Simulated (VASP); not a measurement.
Write the native input for VASP 6.6.1 that does the following.

| Property | Result |
| --- | --- |
| Task | single point |
| Functional | PBEsol |
| Potentials or basis | VASP PAW PBE potentials, release 64 (Co) |
| Cutoff | 600 eV |
| k mesh | 11 × 11 × 11 |
| Occupations | fermi-dirac, width 0.05 eV |
| Spin | collinear spin, ferromagnetic start |
| Starting moments | [1.7, 1.7] μB |
| Dipole correction | no |
| Further INCAR settings | ALGO = Normal; EDIFF = 1e-06; NBANDS = 20 |

The structure of Co lies in POSCAR:

```
Co
1.0
    0.0000000000      2.4251754294      2.4251754294
    2.4251754294      0.0000000000      2.4251754294
    2.4251754294      2.4251754294      0.0000000000
Co
2
Direct
    0.1250000000      0.1250000000      0.1250000000
    0.8750000000      0.8750000000      0.8750000000
```

One way to write it, as run:

INCAR

```
  PREC = Accurate
  ENCUT = 600
  EDIFF = 1E-6
  ISMEAR = -1
  SIGMA = 0.05
  LREAL = False
  LASPH = True
  NELM = 200
  ALGO = Normal
  ISIF = 2
  LWAVE = False
  LCHARG = False
  ISPIN = 2
  MAGMOM = 1.7 1.7
  LORBIT = 11
  LMAXMIX = 4
  GGA = PS
  NBANDS = 20
  GGA_COMPAT = False
```

KPOINTS

```
Automatic mesh
0
Gamma
  11 11 11
```

Potentials or basis: VASP PAW PBE potentials, release 64 (Co).

Command:

```console
$ cat potpaw_PBE.64/Co/POTCAR > POTCAR
$ mpirun -np 1 vasp_std > vasp.out
```

Results of the run:

| Property | Result |
| --- | --- |
| Pressure | -1.4 GPa |
| Net moment | 0.74 μB per cell |
| Site moments | Co +0.36 μB |
| Valence electrons inside the program's atomic spheres | Co 8.40 |

Caveat: the PAW data sets were made with another functional, which shifts forces and pressure a little.

Run time: 45 s on 1 thread of Intel(R) Xeon(R) 6975P-C (Granite Rapids) (shared host), peak memory 0.2 GiB.
